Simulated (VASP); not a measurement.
# AlNi (Pm-3m) in VASP: a series of runs

AlNi is run at these levels: PBE; tasks: single point.

Everything below comes from runs of VASP 6.6.1. Logs are shortened: lines on timing, memory, paths and dates and some standing lists are left out, and cuts for length are marked.

## (1) The cell of the first run

Symmetry: Pm-3m, No. 221, cubic system. The conventional cell has a = 2.881 Å, b = 2.881 Å, c = 2.881 Å, α = 90.00°, β = 90.00°, γ = 90.00°. Within 3.3 Å of Al (site symmetry m-3m) lie 8 Ni at 2.50 Å and 6 Al at 2.88 Å. Ni (site symmetry m-3m) has 8 Al at 2.50 Å and 6 Ni at 2.88 Å within 3.3 Å.

## (2) Single point, PBE, collinear spin, ferromagnetic start

INCAR reads:

```
ALGO = Normal
EDIFF = 1E-6
ENCUT = 520
GGA = PE
ISIF = 2
ISMEAR = -1
ISPIN = 2
LASPH = True
LCHARG = False
LMAXMIX = 4
LORBIT = 11
LREAL = False
LWAVE = False
MAGMOM = 0 1.5
NBANDS = 18
NELM = 150
PREC = Accurate
SIGMA = 0.1
```

KPOINTS reads:

```
k-points
0
Gamma
  3 3 3
```

POSCAR reads:

```
AlNi
1.0
    2.8810000000      0.0000000000      0.0000000000
    0.0000000000      2.8810000000      0.0000000000
    0.0000000000      0.0000000000      2.8810000000
Al Ni
1 1
Direct
    0.0000000000      0.0000000000      0.0000000000
    0.5000000000      0.5000000000      0.5000000000
```

Potentials or basis: VASP PAW PBE potentials, release 64 (Al, Ni).

Started as:

```sh
cat potpaw_PBE.64/Al/POTCAR potpaw_PBE.64/Ni/POTCAR > POTCAR
mpirun -np 1 vasp_std > vasp.out
```

OUTCAR:

```text
EDIFF = 1E-6
   ENCUT = 520
   GGA = PE
   ISIF = 2
   ISMEAR = -1
   ISPIN = 2
   LASPH = True
   LORBIT = 11
   LREAL = False
   NELM = 150
   PREC = Accurate

 ion  position               nearest neighbor table
   1  0.000  0.000  0.000-   2 2.50   2 2.50   2 2.50   2 2.50   2 2.50   2 2.50   2 2.50   2 2.50

   2  0.500  0.500  0.500-   1 2.50   1 2.50   1 2.50   1 2.50   1 2.50   1 2.50   1 2.50   1 2.50

  LATTYP: Found a simple cubic cell.
 ALAT       =     2.8810000000

  Lattice vectors:

 A1 = (   2.8810000000,   0.0000000000,   0.0000000000)
 A2 = (   0.0000000000,   2.8810000000,   0.0000000000)
 A3 = (   0.0000000000,   0.0000000000,   2.8810000000)

Analysis of symmetry for initial positions (statically):
=====================================================================
 Subroutine PRICEL returns:
 Original cell was already a primitive cell.

 Routine SETGRP: Setting up the symmetry group for a
 simple cubic supercell.

 Subroutine GETGRP returns: Found 48 space group operations
 (whereof 48 operations were pure point group operations)
 out of a pool of 48 trial point group operations.

The static configuration has the point symmetry O_h .

Analysis of symmetry for dynamics (positions and initial velocities):
=====================================================================
 Subroutine PRICEL returns:
 Original cell was already a primitive cell.

 Routine SETGRP: Setting up the symmetry group for a
 simple cubic supercell.

 Subroutine GETGRP returns: Found 48 space group operations
 (whereof 48 operations were pure point group operations)
 out of a pool of 48 trial point group operations.

The dynamic configuration has the point symmetry O_h .

Analysis of structural, dynamic, and magnetic symmetry:
=====================================================================
 Subroutine PRICEL returns:
 Original cell was already a primitive cell.

 Routine SETGRP: Setting up the symmetry group for a
 simple cubic supercell.

 Subroutine GETGRP returns: Found 48 space group operations
 (whereof 48 operations were pure point group operations)
 out of a pool of 48 trial point group operations.

The overall configuration has the point symmetry O_h .

 Subroutine INISYM returns: Found 48 space group operations
 (whereof 48 operations are pure point group operations),
 and found     1 'primitive' translations

----------------------------------------------------------------------------------------

                                     Primitive cell

  volume of cell :      23.9128

  direct lattice vectors                    reciprocal lattice vectors
     2.881000000  0.000000000  0.000000000     0.347101701  0.000000000  0.000000000
     0.000000000  2.881000000  0.000000000     0.000000000  0.347101701  0.000000000
     0.000000000  0.000000000  2.881000000     0.000000000  0.000000000  0.347101701

  length of vectors
     2.881000000  2.881000000  2.881000000     0.347101701  0.347101701  0.347101701

  position of ions in fractional coordinates (direct lattice)
     0.000000000  0.000000000  0.000000000
     0.500000000  0.500000000  0.500000000

  ion indices of the primitive-cell ions
   primitive index   ion index
                 1           1
                 2           2

----------------------------------------------------------------------------------------

 KPOINTS: k-points

Automatic generation of k-mesh.
 Grid dimensions read from file:
 generate k-points for:    3    3    3

 Generating k-lattice:

  Cartesian coordinates                     Fractional coordinates (reciprocal lattice)
     0.115700567  0.000000000  0.000000000     0.333333333  0.000000000  0.000000000
     0.000000000  0.115700567  0.000000000     0.000000000  0.333333333  0.000000000
     0.000000000  0.000000000  0.115700567     0.000000000  0.000000000  0.333333333

  Length of vectors
     0.115700567  0.115700567  0.115700567

  Shift w.r.t. Gamma in fractional coordinates (k-lattice)
     0.000000000  0.000000000  0.000000000

 Subroutine IBZKPT returns following result:
 ===========================================

 Found      4 irreducible k-points:

 Following reciprocal coordinates:
            Coordinates               Weight
  0.000000  0.000000  0.000000      1.000000
  0.333333  0.000000  0.000000      6.000000
  0.333333  0.333333  0.000000     12.000000
  0.333333  0.333333  0.333333      8.000000
   k-points           NKPTS =      4   k-points in BZ     NKDIM =      4   number of bands    NBANDS=     18
   number of dos      NEDOS =    301   number of ions     NIONS =      2
   total plane-waves  NPLWV =  13824
   dimension x,y,z NGX =    24 NGY =   24 NGZ =   24
   dimension x,y,z NGXF=    48 NGYF=   48 NGZF=   48
   ions per type =               1   1
   NGX,Y,Z   is equivalent  to a cutoff of  13.85, 13.85, 13.85 a.u.
   NGXF,Y,Z  is equivalent  to a cutoff of  27.70, 27.70, 27.70 a.u.
 SYSTEM =  unknown system
   PREC   = accura    normal or accurate (medium, high low for compatibility)
   ISTART =      0    job   : 0-new  1-cont  2-samecut
   ICHARG =      2    charge: 1-file 2-atom 10-const
   ISPIN  =      2    spin polarized calculation?
   LNONCOLLINEAR =      F non collinear calculations
   LSORBIT =      F    spin-orbit coupling
   LASPH  =      T    aspherical Exc in radial PAW
   ENCUT  =  520.0 eV  38.22 Ry    6.18 a.u.   5.36  5.36  5.36*2*pi/ulx,y,z
   NELM   =    150;   NELMIN=  2; NELMDL= -5     # of ELM steps
   EDIFF  = 0.1E-05   stopping-criterion for ELM
   LREAL  =      F    real-space projection
   EDIFFG = 0.1E-04   stopping-criterion for IOM
   NSW    =      0    number of steps for IOM
   IBRION =     -1    ionic relax: 0-MD 1-quasi-New 2-CG
   NFREE  =      0    steps in history (QN), initial steepest desc. (CG)
   ISIF   =      2    stress and relaxation
   ISYM   =      2    0-nonsym 1-usesym 2-fastsym
   POTIM  = 0.5000    time-step for ionic-motion
   TEBEG  =    0.0;   TEEND  =   0.0 temperature during run
   PSTRESS=    0.0 pullay stress
   NELECT =      13.0000    total number of electrons
   NUPDOWN=      -1.0000    fix difference up-down
   EMIN   =  10.00;   EMAX   =-10.00  energy-range for DOS
   EFERMI =   0.00;   METHOD = LEGACY
   ISMEAR =    -1;   SIGMA  =   0.10  broadening in eV -4-tet -1-fermi 0-gaus
   EFERMI_NEDOS =   21; number of points for ismear=-14 and -15
   IALGO  =     38    algorithm
   IMIX   =      4    mixing-type and parameters
     AMIX     =   0.40;   BMIX     =  1.00
     AMIX_MAG =   1.60;   BMIX_MAG =  1.00
  volume/ion in A,a.u.               =      11.96        80.69
  Fermi-wavevector in a.u.,A,eV,Ry     =   1.336122  2.524904 24.289410  1.785221
  Thomas-Fermi vector in A             =   2.464773
   LORBIT       =     11    0 simple, 1 ext, 2 COOP (PROOUT), +10 PAW based schemes
   GGA     = PE    functional components
   LHFCALC =     F    Hartree Fock is set to
   AEXX    =    0.0000 exact exchange contribution
   IVDW    =     0    specifies the selected vdW correction
   LEPSILON=     F    determine dielectric tensor
   LRPA    =     F    only Hartree local field effects (RPA)
 spin polarized calculation
  energy-cutoff  :      520.00
  volume of cell :       23.91
 maximum number of plane-waves:       650
 NGX is ok and might be reduce to    24
   NGX = 11   NGY = 11   NGZ = 11

 number of electron      13.0000018 magnetization      -0.0718133

 number of electron      13.0000015 magnetization       0.1623006

 Free energy of the ion-electron system (eV)
  ---------------------------------------------------
  ext. energy  EPLUGINS =         0.00000000
  ---------------------------------------------------
  free energy    TOTEN  =       -10.41286718 eV

  energy without entropy =      -10.34599419  energy(sigma->0) =      -10.37943068

 E-fermi :   9.9610     XC(G=0): -12.0543

 val. band max:        9.9405223611   @ k =   0.3333   0.3333   0.0000
 cond. band min:      11.8874891123   @ k =   0.3333   0.3333   0.3333
 fundamental gap:      1.9469667512
 Fermi energy:         9.9610439422

 spin component 1

 k-point     1 :       0.0000    0.0000    0.0000
  band No.  band energies     occupation
      1      -1.1302      1.00000
      2       6.5917      1.00000
      3       6.5917      1.00000
      4       8.2837      1.00000
      5       8.2837      1.00000
      6       8.2837      1.00000
[... 10 lines left out ...]
     17      33.3499      0.00000
     18      33.3499      0.00000

 k-point     2 :       0.3333    0.0000    0.0000
  band No.  band energies     occupation
      1       0.8624      1.00000
      2       5.5642      1.00000
      3       6.9262      1.00000
      4       7.7520      1.00000
      5       7.7520      1.00000
      6       8.3479      1.00000
[... 10 lines left out ...]
     17      31.1033      0.00000
     18      36.2493      0.00000

 k-point     3 :       0.3333    0.3333    0.0000
  band No.  band energies     occupation
      1       2.6577      1.00000
      2       6.0623      1.00000
      3       6.8576      1.00000
      4       7.4784      1.00000
      5       7.8367      1.00000
      6       7.8955      1.00000
[... 10 lines left out ...]
     17      32.2590      0.00000
     18      34.5761      0.00000

 k-point     4 :       0.3333    0.3333    0.3333
  band No.  band energies     occupation
      1       4.1196      1.00000
      2       6.3567      1.00000
      3       6.3567      1.00000
      4       7.9780      1.00000
      5       7.9850      1.00000
      6       7.9850      1.00000
[... 10 lines left out ...]
     17      37.1135      0.00000
     18      37.1135      0.00000
 Fermi energy:         9.9610439422

 spin component 2

 k-point     1 :       0.0000    0.0000    0.0000
  band No.  band energies     occupation
      1      -1.0846      1.00000
      2       6.7477      1.00000
      3       6.7477      1.00000
      4       8.3525      1.00000
      5       8.3525      1.00000
      6       8.3525      1.00000
[... 10 lines left out ...]
     17      33.3902      0.00000
     18      33.3902      0.00000

 k-point     2 :       0.3333    0.0000    0.0000
  band No.  band energies     occupation
      1       0.9089      1.00000
      2       5.6489      1.00000
      3       7.0913      1.00000
      4       7.8185      1.00000
      5       7.8185      1.00000
      6       8.4170      1.00000
[... 10 lines left out ...]
     17      31.1550      0.00000
     18      36.2948      0.00000

 k-point     3 :       0.3333    0.3333    0.0000
  band No.  band energies     occupation
      1       2.7056      1.00000
      2       6.1422      1.00000
      3       6.9598      1.00000
      4       7.6109      1.00000
      5       7.9035      1.00000
      6       7.9627      1.00000
[... 10 lines left out ...]
     17      32.3102      0.00000
     18      34.6217      0.00000

 k-point     4 :       0.3333    0.3333    0.3333
  band No.  band energies     occupation
      1       4.1701      1.00000
      2       6.4211      1.00000
      3       6.4211      1.00000
      4       8.0351      1.00000
      5       8.1486      1.00000
      6       8.1486      1.00000
[... 10 lines left out ...]
     17      37.1528      0.00000
     18      37.1528      0.00000

------------------------ aborting loop because EDIFF is reached ----------------------------------------

  FORCE on cell =-STRESS in cart. coord.  units (eV):
  Direction    XX          YY          ZZ          XY          YZ          ZX
  --------------------------------------------------------------------------------------
  -------------------------------------------------------------------------------------
  Total        0.3920597      0.3920597      0.3920597      0.0000000      0.0000000     -0.0000000
  in kB       26.2683614     26.2683614     26.2683614      0.0000000      0.0000000     -0.0000000
  external PRESSURE =      26.2683614 kB  Pullay stress =       0.0000000 kB

 VOLUME and BASIS-vectors are now :
 -----------------------------------------------------------------------------
  energy-cutoff  :      520.00
  volume of cell :       23.91
      direct lattice vectors                 reciprocal lattice vectors
     2.881000000  0.000000000  0.000000000     0.347101701  0.000000000  0.000000000
     0.000000000  2.881000000  0.000000000     0.000000000  0.347101701  0.000000000
     0.000000000  0.000000000  2.881000000     0.000000000  0.000000000  0.347101701

 POSITION                                       TOTAL-FORCE (eV/Angst)
 -----------------------------------------------------------------------------------
      0.00000      0.00000      0.00000         0.000000      0.000000      0.000000
      1.44050      1.44050      1.44050         0.000000      0.000000      0.000000
 -----------------------------------------------------------------------------------
    total drift:                                0.000000      0.000000     -0.000000

  FREE ENERGIE OF THE ION-ELECTRON SYSTEM (eV)
  ---------------------------------------------------
  free  energy   TOTEN  =       -10.4128671798 eV

  energy  without entropy=      -10.3459941874  energy(sigma->0) =      -10.37943068

 total charge

# of ion       s       p       d       tot
------------------------------------------
    1        0.376   0.431   0.000   0.807
    2        0.473   0.523   8.446   9.443
--------------------------------------------------
tot          0.850   0.954   8.446  10.250

 magnetization (x)

# of ion       s       p       d       tot
------------------------------------------
    1        0.001   0.012   0.000   0.013
    2        0.002   0.012   0.109   0.122
--------------------------------------------------
tot          0.003   0.024   0.109   0.135
```

Run time: 6.3 s. Hardware: 1 thread of Intel Xeon Platinum 8488C (Sapphire Rapids), shared host; peak memory 0.14 GiB.

Results:

```
Free energy                                           : -10.4129 eV
Pressure                                              : 2.6 GPa
Net moment                                            : 0.16 μB per cell
Site moments                                          : Al +0.01; Ni +0.12 μB
Valence electrons inside the program's atomic spheres : Al 0.81; Ni 9.44
```

Caveat: the k points lie up to 0.73 Å⁻¹ apart.

## (3) Single point, PBE, collinear spin, ferromagnetic start

INCAR reads:

```
SYSTEM = AlNi
ALGO = Normal
EDIFF = 1E-6
ENCUT = 520
GGA = PE
ISIF = 2
ISMEAR = -1
ISPIN = 2
LASPH = .TRUE.
LCHARG = .TRUE.
LELF = .TRUE.
LMAXMIX = 4
LORBIT = 11
LREAL = .FALSE.
LVHAR = .TRUE.
LWAVE = .FALSE.
MAGMOM = 0 1.5
NBANDS = 18
NELM = 150
PREC = Accurate
SIGMA = 0.1
```

KPOINTS reads:

```
k-points
0
G
  4 4 4
  0 0 0
```

POSCAR is that of step 2.

Potentials or basis: VASP PAW PBE potentials, release 64 (Al, Ni).

Started as:

```sh
cat potpaw_PBE.64/Al/POTCAR potpaw_PBE.64/Ni/POTCAR > POTCAR
mpirun -np 1 vasp_std > vasp.out
```

It took 7.3 s on 1 thread of Intel Xeon Platinum 8488C (Sapphire Rapids), shared host; peak memory 0.14 GiB.

The run converged. Its results:

```yaml
Free_energy: -10.5940 eV
Pressure: 1.1 GPa
Net_moment: 0.00 μB per cell
Valence_electrons_inside_the_program's_atomic_spheres: Al 0.79; Ni 9.47
```

Levels at points of the mesh, in eV from the Fermi level:
Spin up:
| k point | band 2 | band 3 | band 4 | band 5 | band 6 | band 7 | band 8 | band 9 | band 10 | band 11 |
| --- | --- | --- | --- | --- | --- | --- | --- | --- | --- | --- |
| (0.00, 0.00, 0.00) | -3.00 | -3.00 | -1.30 | -1.30 | -1.30 | 5.69 | 5.69 | 5.69 | 8.32 | 8.32 |
| (0.50, 0.00, 0.00) | -6.58 | -2.52 | -2.01 | -2.01 | -1.22 | -0.41 | 8.46 | 10.21 | 10.21 | 11.07 |
| (0.50, 0.50, 0.00) | -3.14 | -2.70 | -2.70 | -1.84 | -1.84 | -0.78 | 1.70 | 2.68 | 12.45 | 15.33 |
| (0.50, 0.50, 0.50) | -3.88 | -3.88 | -0.75 | -0.75 | 2.20 | 2.20 | 2.20 | 3.86 | 4.65 | 4.65 |
Spin down:
```
           k point  band 4  band 5  band 6  band 7  band 8  band 9
(0.00, 0.00, 0.00)   -1.30   -1.30   -1.30    5.69    5.69    5.69
(0.50, 0.00, 0.00)   -2.01   -2.01   -1.22   -0.41    8.46   10.21
(0.50, 0.50, 0.00)   -2.70   -1.84   -1.84   -0.78    1.70    2.68
(0.50, 0.50, 0.50)   -0.75   -0.75    2.20    2.20    2.20    3.86
```

Caveat: the k points lie up to 0.55 Å⁻¹ apart; the starting moments collapsed, and a magnetic state may lie lower.

## (4) Single point, PBE, collinear spin, ferromagnetic start

INCAR reads:

```
PREC = Accurate
ENCUT = 520
EDIFF = 1E-7
ISMEAR = -1
SIGMA = 0.1
LREAL = F
LASPH = T
NELM = 150
ALGO = Normal
ISIF = 2
LWAVE = F
LCHARG = T
ISPIN = 2
MAGMOM = 0 1.5
LORBIT = 11
LMAXMIX = 4
GGA = PE
LELF = T
LVHAR = T
NBANDS = 18
```

KPOINTS reads:

```
Automatic mesh
0
Gamma
  6 6 6
```

POSCAR is that of step 3.

Started as:

```sh
cat potpaw_PBE.64/Al/POTCAR potpaw_PBE.64/Ni/POTCAR > POTCAR
mpirun -np 1 vasp_std > vasp.out
```

Run time: 11 s. Hardware: 1 thread of Intel Xeon Platinum 8488C (Sapphire Rapids), shared host; peak memory 0.15 GiB.

Results (log left out):

| Property | Result |
| --- | --- |
| Free energy | -10.5256 eV |
| Pressure | 2.4 GPa |
| Net moment | 0.00 μB per cell |
| Valence electrons inside the program's atomic spheres | Al 0.80; Ni 9.46 |

Levels at points of the mesh, in eV from the Fermi level:
Spin up:
| k point | band 3 | band 4 | band 5 | band 6 | band 7 | band 8 | band 9 | band 10 | band 11 | band 12 |
| --- | --- | --- | --- | --- | --- | --- | --- | --- | --- | --- |
| (0.00, 0.00, 0.00) | -3.31 | -1.63 | -1.63 | -1.63 | 5.44 | 5.44 | 5.44 | 8.06 | 8.06 | 13.68 |
| (0.50, 0.00, 0.00) | -2.84 | -2.33 | -2.33 | -1.54 | -0.73 | 8.22 | 9.96 | 9.96 | 10.82 | 10.82 |
| (0.50, 0.50, 0.00) | -2.95 | -2.95 | -2.16 | -2.16 | -1.10 | 1.41 | 2.39 | 12.22 | 15.07 | 15.07 |
| (0.50, 0.50, 0.50) | -4.17 | -1.07 | -1.07 | 1.94 | 1.94 | 1.94 | 3.63 | 4.37 | 4.37 | 4.37 |
Spin down:
| k point | band 5 | band 6 | band 7 | band 8 | band 9 | band 10 |
| --- | --- | --- | --- | --- | --- | --- |
| (0.00, 0.00, 0.00) | -1.63 | -1.63 | 5.44 | 5.44 | 5.44 | 8.06 |
| (0.50, 0.00, 0.00) | -2.33 | -1.54 | -0.73 | 8.22 | 9.96 | 9.96 |
| (0.50, 0.50, 0.00) | -2.16 | -2.16 | -1.10 | 1.41 | 2.39 | 12.22 |
| (0.50, 0.50, 0.50) | -1.07 | 1.94 | 1.94 | 1.94 | 3.63 | 4.37 |

Caveat: the k points lie up to 0.36 Å⁻¹ apart; the starting moments collapsed, and a magnetic state may lie lower.

## (5) Single point, PBE, collinear spin, ferromagnetic start

INCAR reads:

```
PREC = Accurate ; ENCUT = 520
EDIFF = 1E-7 ; ISMEAR = -1
SIGMA = 0.1 ; LREAL = False
LASPH = True ; NELM = 150
ALGO = Normal ; ISIF = 2
LWAVE = False ; LCHARG = False
ISPIN = 2 ; MAGMOM = 0 1.5
LORBIT = 11 ; LMAXMIX = 4
GGA = PE ; NBANDS = 18
```

KPOINTS reads:

```
Automatic mesh
0
Gamma
  8 8 8
```

POSCAR is that of step 4.

Started as:

```sh
cat potpaw_PBE.64/Al/POTCAR potpaw_PBE.64/Ni/POTCAR > POTCAR
mpirun -np 1 vasp_std > vasp.out
```

Wall time 15 s (1 thread of Intel Xeon Platinum 8488C (Sapphire Rapids), shared host); peak memory 0.16 GiB.

The run converged. Its results:

- Free energy: -10.5501 eV
- Pressure: 2.2 GPa
- Net moment: 0.00 μB per cell
- Valence electrons inside the program's atomic spheres: Al 0.80; Ni 9.46

Levels at points of the mesh, in eV from the Fermi level:
Spin up:
| k point | band 4 | band 5 | band 6 | band 7 | band 8 | band 9 | band 10 | band 11 |
| --- | --- | --- | --- | --- | --- | --- | --- | --- |
| (0.00, 0.00, 0.00) | -1.49 | -1.49 | -1.49 | 5.56 | 5.56 | 5.56 | 8.18 | 8.18 |
| (0.50, 0.00, 0.00) | -2.20 | -2.20 | -1.40 | -0.60 | 8.34 | 10.08 | 10.08 | 10.94 |
| (0.50, 0.50, 0.00) | -2.83 | -2.02 | -2.02 | -0.97 | 1.54 | 2.52 | 12.33 | 15.19 |
| (0.50, 0.50, 0.50) | -0.94 | -0.94 | 2.06 | 2.06 | 2.06 | 3.75 | 4.50 | 4.50 |
Spin down:
```
           k point  band 3  band 4  band 5  band 6  band 7  band 8  band 9  band 10  band 11  band 12
(0.00, 0.00, 0.00)   -3.18   -1.49   -1.49   -1.49    5.56    5.56    5.56     8.18     8.18    13.80
(0.50, 0.00, 0.00)   -2.70   -2.19   -2.19   -1.40   -0.60    8.34   10.08    10.08    10.94    10.94
(0.50, 0.50, 0.00)   -2.83   -2.83   -2.02   -2.02   -0.97    1.54    2.52    12.33    15.19    15.19
(0.50, 0.50, 0.50)   -4.04   -0.94   -0.94    2.06    2.06    2.06    3.75     4.50     4.50     4.50
```

Caveat: the starting moments collapsed, and a magnetic state may lie lower.
